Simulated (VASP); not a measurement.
Here is a VASP 6.6.1 calculation.

File INCAR:

```
  PREC = Accurate
  ENCUT = 520
  EDIFF = 1E-6
  ISMEAR = -1
  SIGMA = 0.1
  LREAL = False
  LASPH = True
  NELM = 100
  ALGO = Normal
  ISIF = 2
  LWAVE = False
  LCHARG = True
  GGA = PS
  LELF = True
  LVHAR = True
  NBANDS = 20
```

Contents of KPOINTS:

```
regular mesh
0
Gamma
  21 21 10
```

File POSCAR:

```
Nb
1.0
    2.8358670347      0.0000000000      0.0000000000
   -1.4179335174      2.4559328938      0.0000000000
    0.0000000000      0.0000000000      5.1856460566
Nb
2
Direct
    0.3333333333      0.6666666667      0.2500000000
    0.6666666667      0.3333333333      0.7500000000
```

Potentials or basis: VASP PAW PBE potentials, release 64 (Nb_sv).

Launch:

```sh
$ cat potpaw_PBE.64/Nb_sv/POTCAR > POTCAR
$ mpirun -np 1 vasp_std > vasp.out
```

Problem. Predict the pressure.

Solution. -0.4 GPa.

Problem. Estimate the band gap on the k mesh.

Solution. Zero (band 13 reaches 13.53 eV, above the bottom of band 14 at 10.58 eV).

Stress tensor (GPa, compression positive):
```
-0.47  0.00  0.00
 0.00 -0.47  0.00
 0.00  0.00 -0.13
```

Caveat: the PAW data sets were made with another functional, which shifts forces and pressure a little.
